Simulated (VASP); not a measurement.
Input of a VASP 6.6.1 run:

File INCAR:

```
PREC = Accurate
ENCUT = 520
EDIFF = 1E-6
ISMEAR = 0
SIGMA = 0.1
LREAL = F
LASPH = T
NELM = 100
ALGO = Normal
ISIF = 2
LWAVE = F
LCHARG = T
LDIPOL = T
IDIPOL = 3
DIPOL = 0.5 0.5 0.497
GGA = PS
LELF = T
LVHAR = T
LVACPOTAV = T
NBANDS = 50
```

The input KPOINTS:

```
regular mesh
0
Gamma
  9 9 1
```

The input POSCAR:

```
Ca
1.0
    3.9575547821      0.0000000000      0.0000000000
   -1.9787773911      3.4273429782      0.0000000000
    0.0000000000      0.0000000000     40.5214865959
Ca
8
Direct
    0.3333333333      0.6666666667      0.2221043885
    0.0000000000      0.0000000000      0.3015031289
    0.6666666667      0.3333333333      0.3809018793
    0.0000000000      0.0000000000      0.4603006298
    0.3333333333      0.6666666667      0.5375253272
    0.0000000000      0.0000000000      0.6147648468
    0.6666666667      0.3333333333      0.6913114930
    0.0000000000      0.0000000000      0.7662277377
```

Potentials or basis: VASP PAW PBE potentials, release 64 (Ca_sv).

The run is started by

```sh
$ cat potpaw_PBE.64/Ca_sv/POTCAR > POTCAR
$ mpirun -np 1 vasp_std > vasp.out
```

Question: What does it give for the largest force?

Answer: 0.155 eV/Å.

Question: Estimate the band gap on the k mesh.

Answer: Zero (bands 40 and 41 overlap by 0.28 eV).

Forces on the atoms (eV/Å):
```
Ca   0.000  0.000  0.155
Ca   0.000  0.000 -0.068
Ca   0.000  0.000 -0.016
Ca   0.000  0.000 -0.073
Ca   0.000  0.000 -0.006
Ca   0.000  0.000 -0.009
Ca   0.000  0.000  0.016
Ca   0.000  0.000  0.001
```

Caveat: the PAW data sets were made with another functional, which shifts forces and pressure a little.
